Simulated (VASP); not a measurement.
Here is a VASP 6.6.1 calculation.

File INCAR:

```
SYSTEM = TlBr
ALGO = Normal
EDIFF = 1E-6
ENCUT = 500
GGA = PE
GGA_COMPAT = .FALSE.
ISIF = 2
ISMEAR = 0
LASPH = .TRUE.
LCHARG = .TRUE.
LELF = .TRUE.
LREAL = .FALSE.
LVHAR = .TRUE.
LWAVE = .FALSE.
NBANDS = 17
NELM = 120
PREC = Accurate
SIGMA = 0.01
```

Contents of KPOINTS:

```
k-points
0
G
  6 6 6
  0 0 0
```

The input POSCAR:

```
TlBr
1.0
    3.9461932901      0.0000000000      0.0000000000
    0.0000000000      3.9461932901      0.0000000000
    0.0000000000      0.0000000000      3.9461932901
Tl Br
1 1
Direct
    0.0000000000      0.0000000000      0.0000000000
    0.5000000000      0.5000000000      0.5000000000
```

Potentials or basis: VASP PAW PBE potentials, release 64 (Tl_d, Br).

Command:

```bash
$ cat potpaw_PBE.64/Tl_d/POTCAR potpaw_PBE.64/Br/POTCAR > POTCAR
$ mpirun -np 1 vasp_std > vasp.out
```

(1) Estimate the pressure.

(2) Predict the band gap on the k mesh.

Answers

(1) 1.9 GPa.

(2) 1.79 eV.

Caveat: spin-orbit coupling is left out, which moves the levels of the heavy elements.
